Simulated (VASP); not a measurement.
# GaN (P1) in VASP: further runs

The runs below take GaN through single point, with r2SCAN.

All numbers are computed with VASP 6.6.1; they aren't measurements. Logs are shortened: lines on timing, memory, paths and dates and some standing lists are left out, and cuts for length are marked.

**1. The cell of the first run**

The typed cell holds 4 atoms: a = 3.127 Å, b = 3.221 Å, c = 5.144 Å, α = 88.18°, β = 90.22°, γ = 119.79°.

**2. Single point, r2SCAN**

Contents of POSCAR:

```
GaN
1.0
    3.1273200000     -0.0205600000     -0.0059100000
   -1.5814700000      2.8051100000      0.0505700000
   -0.0096100000      0.0893200000      5.1431400000
Ga N
2 2
Direct
    0.3255800000      0.6624100000      0.0032900000
    0.6663600000      0.3282900000      0.4966200000
    0.3404400000      0.6682900000      0.3748800000
    0.6702001935      0.3302015147      0.8708862264
```

Contents of INCAR.step1:

```
SYSTEM = GaN
PREC = Accurate
ENCUT = 520
ISMEAR = 0
SIGMA = 0.01
LREAL = .FALSE.
LASPH = .TRUE.
NELM = 100
NBANDS = 26
GGA = PE
ALGO = Normal
EDIFF = 1E-4
LWAVE = .TRUE.
LCHARG = .FALSE.
```

Contents of INCAR.step2:

```
SYSTEM = GaN
PREC = Accurate
ENCUT = 520
EDIFF = 1E-6
ISMEAR = 0
SIGMA = 0.01
LREAL = .FALSE.
LASPH = .TRUE.
NELM = 100
ALGO = Normal
ISIF = 2
LWAVE = .FALSE.
LCHARG = .TRUE.
METAGGA = R2SCAN
LMIXTAU = .TRUE.
LELF = .TRUE.
LVHAR = .TRUE.
NBANDS = 26
ISTART = 1
```

Contents of KPOINTS:

```
regular mesh
0
G
  6 6 4
  0 0 0
```

Potentials or basis: VASP PAW PBE potentials, release 64 (Ga_d, N).

On the command line:

```bash
$ cat potpaw_PBE.64/Ga_d/POTCAR potpaw_PBE.64/N/POTCAR > POTCAR
$ cp INCAR.step1 INCAR
$ mpirun -np 1 vasp_std > vasp.out
$ cp INCAR.step2 INCAR
$ mpirun -np 1 vasp_std > vasp.out
```

OUTCAR:

```text
SYSTEM = GaN
   PREC = Accurate
   ENCUT = 520
   EDIFF = 1E-6
   ISMEAR = 0
   LREAL = .FALSE.
   LASPH = .TRUE.
   NELM = 100
   ISIF = 2
   METAGGA = R2SCAN
   ISTART = 1

 ion  position               nearest neighbor table
   1  0.326  0.662  0.003-   3 1.91   4 1.91   4 1.96   4 1.99
   2  0.666  0.328  0.497-   3 1.92   4 1.93   3 1.93   3 1.97
   3  0.340  0.668  0.375-   1 1.91   2 1.92   2 1.93   2 1.97
   4  0.670  0.330  0.871-   1 1.91   2 1.93   1 1.96   1 1.99

  LATTYP: Found a triclinic cell.
 ALAT       =     3.2205972735
 B/A-ratio  =     0.9710599935
 C/A-ratio  =     1.5971958254
 COS(alpha) =     0.0038717992
 COS(beta)  =     0.0317410827
 COS(gamma) =     0.4967928886

  Lattice vectors:

 A1 = (  -1.5814700000,   2.8051100000,   0.0505700000)
 A2 = (  -3.1273200000,   0.0205600000,   0.0059100000)
 A3 = (  -0.0096100000,   0.0893200000,   5.1431400000)

Analysis of symmetry for initial positions (statically):
=====================================================================
 Subroutine PRICEL returns:
 Original cell was already a primitive cell.

 Routine SETGRP: Setting up the symmetry group for a
 triclinic supercell.

 Subroutine GETGRP returns: Found  1 space group operations
 (whereof  1 operations were pure point group operations)
 out of a pool of  2 trial point group operations.

The static configuration has the point symmetry C_1 .

Analysis of symmetry for dynamics (positions and initial velocities):
=====================================================================
 Subroutine PRICEL returns:
 Original cell was already a primitive cell.

 Routine SETGRP: Setting up the symmetry group for a
 triclinic supercell.

 Subroutine GETGRP returns: Found  1 space group operations
 (whereof  1 operations were pure point group operations)
 out of a pool of  2 trial point group operations.

The dynamic configuration has the point symmetry C_1 .

 Subroutine INISYM returns: Found  1 space group operations
 (whereof  1 operations are pure point group operations),
 and found     1 'primitive' translations

----------------------------------------------------------------------------------------

                                     Primitive cell

  volume of cell :      44.9374

  direct lattice vectors                    reciprocal lattice vectors
     3.127320000 -0.020560000 -0.005910000     0.320947690  0.180990325 -0.002543533
    -1.581470000  2.805110000  0.050570000     0.002341370  0.357924263 -0.006211632
    -0.009610000  0.089320000  5.143140000     0.000345781 -0.003311319  0.194491904

  length of vectors
     3.127393167  3.220597273  5.143924521     0.368471690  0.357985816  0.194520397

  position of ions in fractional coordinates (direct lattice)
     0.325580000  0.662410000  0.003290000
     0.666360000  0.328290000  0.496620000
     0.340440000  0.668290000  0.374880000
     0.670200194  0.330201515  0.870886226

  ion indices of the primitive-cell ions
   primitive index   ion index
                 1           1
                 2           2
                 3           3
                 4           4

----------------------------------------------------------------------------------------

 KPOINTS: regular mesh

Automatic generation of k-mesh.
 Grid dimensions read from file:
 generate k-points for:    6    6    4

 Generating k-lattice:

  Cartesian coordinates                     Fractional coordinates (reciprocal lattice)
     0.053491282  0.030165054 -0.000423922     0.166666667 -0.000000000 -0.000000000
     0.000390228  0.059654044 -0.001035272    -0.000000000  0.166666667  0.000000000
     0.000086445 -0.000827830  0.048622976     0.000000000 -0.000000000  0.250000000

  Length of vectors
     0.061411948  0.059664303  0.048630099

  Shift w.r.t. Gamma in fractional coordinates (k-lattice)
     0.000000000  0.000000000  0.000000000

 Subroutine IBZKPT returns following result:
 ===========================================

 Found     76 irreducible k-points:

 Following reciprocal coordinates:
            Coordinates               Weight
  0.000000  0.000000  0.000000      1.000000
  0.166667 -0.000000 -0.000000      2.000000
  0.333333 -0.000000  0.000000      2.000000
  0.500000 -0.000000 -0.000000      1.000000
 -0.000000  0.166667  0.000000      2.000000
  0.166667  0.166667 -0.000000      2.000000
[... 16 lines left out ...]
  0.333333  0.000000  0.250000      2.000000
  0.500000 -0.000000  0.250000      2.000000
 [... further k-points ...]
   k-points           NKPTS =     76   k-points in BZ     NKDIM =     76   number of bands    NBANDS=     26
   number of dos      NEDOS =    301   number of ions     NIONS =      4
   total plane-waves  NPLWV =  23040
   dimension x,y,z NGX =    24 NGY =   24 NGZ =   40
   dimension x,y,z NGXF=    48 NGYF=   48 NGZF=   80
   ions per type =               2   2
   NGX,Y,Z   is equivalent  to a cutoff of  12.76, 12.39, 12.93 a.u.
   NGXF,Y,Z  is equivalent  to a cutoff of  25.52, 24.78, 25.86 a.u.
 SYSTEM =  GaN
   PREC   = accura    normal or accurate (medium, high low for compatibility)
   ISTART =      1    job   : 0-new  1-cont  2-samecut
   ICHARG =      0    charge: 1-file 2-atom 10-const
   ISPIN  =      1    spin polarized calculation?
   LNONCOLLINEAR =      F non collinear calculations
   LSORBIT =      F    spin-orbit coupling
   LASPH  =      T    aspherical Exc in radial PAW
   ENCUT  =  520.0 eV  38.22 Ry    6.18 a.u.   5.81  5.99  9.56*2*pi/ulx,y,z
   NELM   =    100;   NELMIN=  2; NELMDL=  0     # of ELM steps
   EDIFF  = 0.1E-05   stopping-criterion for ELM
   LREAL  =      F    real-space projection
   EDIFFG = 0.1E-04   stopping-criterion for IOM
   NSW    =      0    number of steps for IOM
   IBRION =     -1    ionic relax: 0-MD 1-quasi-New 2-CG
   NFREE  =      0    steps in history (QN), initial steepest desc. (CG)
   ISIF   =      2    stress and relaxation
   ISYM   =      2    0-nonsym 1-usesym 2-fastsym
   POTIM  = 0.5000    time-step for ionic-motion
   TEBEG  =    0.0;   TEEND  =   0.0 temperature during run
   PSTRESS=    0.0 pullay stress
   NELECT =      36.0000    total number of electrons
   NUPDOWN=      -1.0000    fix difference up-down
   EMIN   =  10.00;   EMAX   =-10.00  energy-range for DOS
   EFERMI =   0.00;   METHOD = LEGACY
   ISMEAR =     0;   SIGMA  =   0.01  broadening in eV -4-tet -1-fermi 0-gaus
   EFERMI_NEDOS =   21; number of points for ismear=-14 and -15
   IALGO  =     38    algorithm
   IMIX   =      4    mixing-type and parameters
     AMIX     =   0.40;   BMIX     =  1.00
     AMIX_MAG =   1.60;   BMIX_MAG =  1.00
  volume/ion in A,a.u.               =      11.23        75.81
  Fermi-wavevector in a.u.,A,eV,Ry     =   1.520453  2.873240 31.453640  2.311777
  Thomas-Fermi vector in A             =   2.629302
   LORBIT       =      0    0 simple, 1 ext, 2 COOP (PROOUT), +10 PAW based schemes
   METAGGA = R2SCAN    functional components
   LHFCALC =     F    Hartree Fock is set to
   AEXX    =    0.0000 exact exchange contribution
   IVDW    =     0    specifies the selected vdW correction
   LEPSILON=     F    determine dielectric tensor
   LRPA    =     F    only Hartree local field effects (RPA)
 non-spin polarized calculation
 Gauss-broadening in eV      SIGMA  =   0.01
  energy-cutoff  :      520.00
  volume of cell :       44.94
 maximum number of plane-waves:      1223
   NGX = 11   NGY = 11   NGZ = 19

 number of electron      36.0000003 magnetization

 Free energy of the ion-electron system (eV)
  ---------------------------------------------------
  ext. energy  EPLUGINS =         0.00000000
  ---------------------------------------------------
  free energy    TOTEN  =       -43.73796911 eV

  energy without entropy =      -43.73796911  energy(sigma->0) =      -43.73796911

 E-fermi :   5.3968     XC(G=0): -12.7357

 val. band max:        5.3565956098   @ k =   0.0000   0.0000   0.0000
 cond. band min:       7.6385366135   @ k =   0.0000   0.0000   0.0000
 fundamental gap:      2.2819410037
 Fermi energy:         5.3968082800

 k-point     1 :       0.0000    0.0000    0.0000
  band No.  band energies     occupation
      1     -11.7056      2.00000
      2     -10.6107      2.00000
      3      -8.6249      2.00000
      4      -8.6151      2.00000
      5      -8.6059      2.00000
      6      -8.5071      2.00000
[... 18 lines left out ...]
     25      17.6475      0.00000
     26      18.0601      0.00000

 k-point     2 :       0.1667   -0.0000   -0.0000
  band No.  band energies     occupation
      1     -11.4359      2.00000
      2     -10.5357      2.00000
      3      -8.5828      2.00000
      4      -8.5716      2.00000
      5      -8.5303      2.00000
      6      -8.4574      2.00000
[... 18 lines left out ...]
     25      17.7401      0.00000
     26      18.1852      0.00000

 k-point     3 :       0.3333   -0.0000    0.0000
  band No.  band energies     occupation
      1     -10.9177      2.00000
      2     -10.4195      2.00000
      3      -8.5305      2.00000
      4      -8.5180      2.00000
      5      -8.4395      2.00000
      6      -8.3543      2.00000
[... 18 lines left out ...]
     25      17.7990      0.00000
     26      19.3797      0.00000

 k-point     4 :       0.5000   -0.0000   -0.0000
  band No.  band energies     occupation
      1     -10.6994      2.00000
      2     -10.3748      2.00000
      3      -8.5318      2.00000
      4      -8.5142      2.00000
      5      -8.4094      2.00000
      6      -8.3492      2.00000
[... 18 lines left out ...]
     25      18.7210      0.00000
     26      19.7018      0.00000
[... 496 lines left out ...]
      1     -11.2849      2.00000
      2     -10.6010      2.00000
      3      -8.5718      2.00000
      4      -8.5588      2.00000
      5      -8.5242      2.00000
      6      -8.4691      2.00000
[... 18 lines left out ...]
     25      17.0568      0.00000
     26      17.8298      0.00000

 k-point    23 :       0.3333    0.0000    0.2500
  band No.  band energies     occupation
      1     -10.8349      2.00000
      2     -10.4338      2.00000
      3      -8.5283      2.00000
      4      -8.5002      2.00000
      5      -8.4812      2.00000
      6      -8.3593      2.00000
[... 18 lines left out ...]
     25      17.1702      0.00000
     26      19.0236      0.00000

 k-point    24 :       0.5000   -0.0000    0.2500
  band No.  band energies     occupation
      1     -10.6575      2.00000
      2     -10.3656      2.00000
      3      -8.5472      2.00000
      4      -8.4848      2.00000
      5      -8.4514      2.00000
      6      -8.3600      2.00000
[... 18 lines left out ...]
     25      16.9189      0.00000
     26      19.5487      0.00000

 [... further k-points ...]
[... 5 lines left out ...]
  --------------------------------------------------------------------------------------
  -------------------------------------------------------------------------------------
  Total        1.9744602     -0.7019572      1.9616400      0.7026799     -1.0125267      0.3927732
  in kB       70.3964841    -25.0272546     69.9393990     25.0530233    -36.1001567     14.0037513
  external PRESSURE =      38.4362095 kB  Pullay stress =       0.0000000 kB

 VOLUME and BASIS-vectors are now :
 -----------------------------------------------------------------------------
  energy-cutoff  :      520.00
  volume of cell :       44.94
      direct lattice vectors                 reciprocal lattice vectors
     3.127320000 -0.020560000 -0.005910000     0.320947690  0.180990325 -0.002543533
    -1.581470000  2.805110000  0.050570000     0.002341370  0.357924263 -0.006211632
    -0.009610000  0.089320000  5.143140000     0.000345781 -0.003311319  0.194491904

 POSITION                                       TOTAL-FORCE (eV/Angst)
 -----------------------------------------------------------------------------------
     -0.02942      1.85173      0.04849         0.547034      0.140502     -0.812250
      1.55997      0.95155      2.56685         0.066245     -0.227078      0.182485
      0.00418      1.90111      1.95984        -0.084758      0.248635      0.095430
      1.56536      0.99026      4.49183        -0.528520     -0.162059      0.534335
 -----------------------------------------------------------------------------------
    total drift:                               -0.011703      0.015881      0.001586

  FREE ENERGIE OF THE ION-ELECTRON SYSTEM (eV)
  ---------------------------------------------------
  free  energy   TOTEN  =       -43.7379691118 eV

  energy  without entropy=      -43.7379691118  energy(sigma->0) =      -43.73796911
```

Wall time 1.8 min (1 thread of Intel Xeon 6975P-C (Granite Rapids), shared host); peak memory 0.21 GiB.

What came out:

- Free energy: -43.7380 eV
- Pressure: 3.8 GPa
- Largest force: 0.989 eV/Å
- Band gap on the k mesh: 2.28 eV, direct

Forces on the atoms (eV/Å):
```
Ga   0.547  0.141 -0.812
Ga   0.066 -0.227  0.182
N   -0.085  0.249  0.095
N   -0.529 -0.162  0.534
```

Stress tensor (GPa, compression positive):
```
 7.04  2.51  1.40
 2.51 -2.50 -3.61
 1.40 -3.61  6.99
```

Levels at points of the mesh, in eV from the valence-band top:
```
           k point  band 16  band 17  band 18  band 19  band 20  band 21
(0.00, 0.00, 0.00)    -0.29    -0.08     0.00     2.28     4.72     9.86
(0.50, 0.00, 0.00)    -3.19    -2.47    -1.22     5.15     5.84     6.50
(0.00, 0.50, 0.00)    -2.80    -2.48    -0.92     5.84     6.30     6.45
(0.50, 0.50, 0.00)    -3.06    -2.42    -1.12     5.39     5.99     6.45
(0.00, 0.00, 0.50)    -0.74    -0.67    -0.41     4.58     4.76     9.07
(0.50, 0.00, 0.50)    -2.17    -2.13    -2.01     4.63     4.74     8.08
(0.00, 0.50, 0.50)    -2.10    -1.94    -1.75     4.77     5.02     8.41
(0.50, 0.50, 0.50)    -2.21    -2.14    -1.90     4.73     4.82     8.16
```

Caveat: the PAW data sets were made with another functional, which shifts forces and pressure a little. r2SCAN opens gaps a little over a GGA but as a rule still falls short of measured ones.

**3. Single point, r2SCAN**

This run uses another cell than the first one, of 11.29 Å³/atom, 1.005 times its volume.

Contents of POSCAR:

```
GaN
1.0
    3.1325235371     -0.0205942097     -0.0059198336
   -1.5841014025      2.8097774129      0.0506541433
   -0.0096259900      0.0894686192      5.1516976531
Ga N
2 2
Direct
    0.3255800000      0.6624100000      0.0032900000
    0.6663600000      0.3282900000      0.4966200000
    0.3404400000      0.6682900000      0.3748800000
    0.6738200000      0.3373600000      0.8708200000
```

INCAR.step1: that of step 2 with these lines changed.

```diff
@@ -7,3 +7,3 @@
 LASPH = .TRUE.
-NELM = 100
+NELM = 80
 NBANDS = 26
```

Contents of INCAR.step2:

```
SYSTEM = GaN
PREC = Accurate
ENCUT = 520
EDIFF = 1E-6
ISMEAR = 0
SIGMA = 0.01
LREAL = .FALSE.
LASPH = .TRUE.
NELM = 80
ALGO = Normal
ISIF = 2
LWAVE = .FALSE.
LCHARG = .FALSE.
METAGGA = R2SCAN
LMIXTAU = .TRUE.
NBANDS = 26
ISTART = 1
```

KPOINTS is that of step 2.

Potentials or basis: VASP PAW PBE potentials, release 64 (Ga_d, N).

On the command line:

```bash
$ cat potpaw_PBE.64/Ga_d/POTCAR potpaw_PBE.64/N/POTCAR > POTCAR
$ cp INCAR.step1 INCAR
$ mpirun -np 1 vasp_std > vasp.out
$ cp INCAR.step2 INCAR
$ mpirun -np 1 vasp_std > vasp.out
```

It took 1.9 min on 1 thread of Intel Xeon 6975P-C (Granite Rapids), shared host; peak memory 0.21 GiB.

It converged, with:

| Property | Result |
| --- | --- |
| Free energy | -43.7372 eV |
| Pressure | 2.8 GPa |
| Largest force | 1.041 eV/Å |
| Band gap on the k mesh | 2.26 eV, direct |

Forces on the atoms (eV/Å):
```
Ga   0.578  0.350 -0.792
Ga   0.066 -0.198  0.188
N   -0.086  0.254  0.088
N   -0.559 -0.407  0.515
```

Stress tensor (GPa, compression positive):
```
 6.66  2.54  1.47
 2.54 -4.00 -3.19
 1.47 -3.19  5.88
```

Levels at points of the mesh, in eV from the valence-band top:
```tsv
k point	band 16	band 17	band 18	band 19	band 20	band 21
(0.00, 0.00, 0.00)	-0.28	-0.05	0.00	2.26	4.70	9.82
(0.50, 0.00, 0.00)	-3.16	-2.47	-1.20	5.15	5.85	6.54
(0.00, 0.50, 0.00)	-2.77	-2.41	-0.91	5.84	6.25	6.37
(0.50, 0.50, 0.00)	-3.03	-2.42	-1.10	5.38	5.99	6.49
(0.00, 0.00, 0.50)	-0.72	-0.62	-0.44	4.56	4.74	9.06
(0.50, 0.00, 0.50)	-2.14	-2.12	-1.95	4.60	4.73	8.07
(0.00, 0.50, 0.50)	-2.07	-1.94	-1.74	4.78	5.04	8.35
(0.50, 0.50, 0.50)	-2.17	-2.13	-1.84	4.71	4.81	8.14
```

Caveat: the PAW data sets were made with another functional, which shifts forces and pressure a little. r2SCAN opens gaps a little over a GGA but as a rule still falls short of measured ones.
